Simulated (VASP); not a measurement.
WC: single point with PBE+D3(BJ)

The system is WC, a slab with vacuum.

```
W C
1.0
     5.80381    0.00000    0.00000
    -2.90191    7.57358    0.00000
     0.00000    0.00000   23.95306
W C
16 16
Direct
  0.86011 0.72022 0.33399
  0.86011 0.22022 0.33399
  0.36011 0.72022 0.33399
  0.36011 0.22022 0.33399
  0.72022 0.44044 0.41247
  0.72022 0.94044 0.41247
  0.22022 0.44044 0.41247
  0.22022 0.94044 0.41247
  0.57989 0.16043 0.49122
  0.58052 0.66063 0.49216
  0.08111 0.16058 0.49125
  0.08056 0.66111 0.49163
  0.43611 0.87663 0.57084
  0.43822 0.37556 0.57087
  0.94047 0.87661 0.57086
  0.93822 0.37586 0.56833
  0.00346 0.00692 0.34707
  0.00346 0.50692 0.34707
  0.50346 0.00692 0.34707
  0.50346 0.50692 0.34707
  0.86357 0.72714 0.42555
  0.86357 0.22714 0.42555
  0.36357 0.72714 0.42555
  0.36357 0.22714 0.42555
  0.72320 0.44500 0.50372
  0.72216 0.94454 0.50460
  0.22220 0.44517 0.50371
  0.22205 0.94430 0.50396
  0.59134 0.17864 0.57853
  0.59127 0.68230 0.58167
  0.08834 0.17903 0.57862
  0.08389 0.66774 0.57934
```

* Program: VASP 6.6.1
* Task: single point
* Functional: PBE
* Dispersion: D3(BJ)
* Potentials or basis: VASP PAW PBE potentials, release 64 (W_sv, C)
* Cutoff: 520 eV
* k mesh: 4 × 3 × 1
* Occupations: gaussian, width 0.1 eV
* Spin: no spin polarisation
* Dipole correction: yes
* Further INCAR settings: LREAL = Auto; ALGO = Normal; EDIFF = 1e-06; NBANDS = 166; NELMDL = -8

```
Largest force              : 1.574 eV/Å
Band gap on the k mesh     : zero (bands 144 and 145 overlap by 0.70 eV)
Dispersion energy per atom : -0.318 eV
```

Forces on the atoms (eV/Å):
```
W   -0.013 -0.195  1.558
W    0.005 -0.212  1.526
W    0.032 -0.186  1.563
W    0.014 -0.188  1.514
W   -0.045  0.129 -0.410
W   -0.020 -0.020 -0.258
W    0.010  0.138 -0.407
W   -0.022 -0.001 -0.438
W    0.038 -0.133  0.109
W    0.005  0.103  0.141
W   -0.062 -0.148  0.107
W   -0.001 -0.099 -0.069
W    0.241 -0.350 -0.949
W   -0.015 -0.124 -1.005
W   -0.260 -0.334 -0.962
W   -0.017  0.026 -0.054
C    0.004  0.019 -0.415
C   -0.001  0.002 -0.436
C    0.001  0.017 -0.419
C   -0.002  0.005 -0.415
C   -0.084  0.103 -0.778
C    0.002  0.099 -0.881
C    0.074  0.099 -0.771
C   -0.001  0.125 -0.887
C   -0.168  0.030  0.026
C    0.029  0.005  0.045
C    0.185  0.011  0.037
C    0.026  0.055  0.177
C   -0.219  0.061  0.890
C    0.027 -0.046  0.202
C    0.243  0.049  0.888
C   -0.003  0.960  0.770
```

Levels at points of the mesh, in eV from the Fermi level:
```
           k point  band 142  band 143  band 144  band 145  band 146  band 147
(0.00, 0.00, 0.00)      0.06      0.27      0.39      0.39      0.49      0.70
(0.50, 0.00, 0.00)     -0.74     -0.34     -0.32     -0.32     -0.28      0.22
```

Run time: 24 min on 4 MPI ranks on Intel(R) Xeon(R) Platinum 8259CL CPU @ 2.50GHz (Skylake/Cascade Lake), with other jobs on the host, peak memory 1.5 GiB a rank.

Caveat: spin-orbit coupling is left out, which moves the levels of the heavy elements.
